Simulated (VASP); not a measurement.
**H4BrN: relaxation of cell and atoms with LDA**

Crystal: H4BrN.

```
CELL_PARAMETERS angstrom
4.00000 0.00000 0.00000
0.00000 4.00000 0.00000
0.00000 0.00000 4.00000
ATOMIC_POSITIONS crystal
H 0.14800 0.14800 0.14800
H 0.14800 0.85200 0.85200
H 0.85200 0.14800 0.85200
H 0.85200 0.85200 0.14800
Br 0.50000 0.50000 0.50000
N 0.00000 0.00000 0.00000
```

```json
{
 "Program": "VASP 6.6.1",
 "Task": "relaxation of cell and atoms",
 "Functional": "LDA",
 "Potentials or basis": "VASP PAW LDA potentials, release 64 (H, Br, N)",
 "Cutoff": "600 eV",
 "k mesh": "4 × 4 × 4",
 "Occupations": "fermi-dirac, width 0.01 eV",
 "Spin": "no spin polarisation",
 "Dipole correction": "no",
 "Further INCAR settings": "ALGO = Normal; EDIFF = 1e-06; IBRION = 2; EDIFFG = -0.02; NSW = 50; ISIF = 3"
}
```

- Relaxed volume: 9.74 Å³/atom
- Relaxed cell: a = 3.880 Å, b = 3.880 Å, c = 3.880 Å, α = 90.00°, β = 90.00°, γ = 90.00°
- Space group after relaxing (to 0.05 Å): P-43m (No. 215)
- Energy gained by relaxing: 14.9 meV/atom
- Ionic steps: 10
- Pressure after relaxing: 0.0 GPa
- Band gap on the k mesh: 4.37 eV, indirect (the least direct gap lies 1.3 meV higher)

Step by step:
```tsv
step	energy change (eV)	largest force (eV/Å)	pressure (GPa)	volume (Å³)
1	0.0000	0.9557	1.16	64.00
2	-0.0021	0.7384	-5.04	64.72
3	-0.0436	0.0482	-2.09	64.35
4	-0.0581	0.0480	-1.77	63.25
5	-0.0858	0.0542	-0.55	60.03
6	-0.0493	0.0846	3.39	53.90
7	-0.0891	0.0913	0.26	58.65
8	-0.0892	0.0909	0.38	58.46
9	-0.0866	0.2195	-0.81	58.35
10	-0.0897	0.0002	0.04	58.43
```

Final structure:
```
H Br N
1.0
     3.88032    0.00000    0.00000
     0.00000    3.88032    0.00000
     0.00000    0.00000    3.88032
H Br N
4 1 1
Direct
  0.15652 0.15652 0.15652
  0.15652 0.84348 0.84348
  0.84348 0.15652 0.84348
  0.84348 0.84348 0.15652
  0.50000 0.50000 0.50000
  0.00000 0.00000 0.00000
```

Levels at points of the mesh, in eV from the valence-band top:
```
           k point  band 5  band 6  band 7  band 8  band 9  band 10  band 11  band 12
(0.00, 0.00, 0.00)   -6.95    0.00    0.00    0.00    4.37     6.61     6.61     9.90
(0.50, 0.00, 0.00)   -6.81   -2.14   -0.24   -0.24    7.31     8.66     8.80     9.33
(0.50, 0.50, 0.00)   -6.66   -1.03   -1.03    0.00    5.55     6.47     7.95     7.95
(0.50, 0.50, 0.50)   -7.25   -1.71   -1.71   -1.71    8.00     8.00     8.00    10.64
```

Run time: 25 s on 1 thread of Intel(R) Xeon(R) 6975P-C (Granite Rapids) (shared host), peak memory 0.16 GiB.

LDA usually gives volumes a few per cent too small. Zero-point motion and thermal expansion aren't in these numbers.
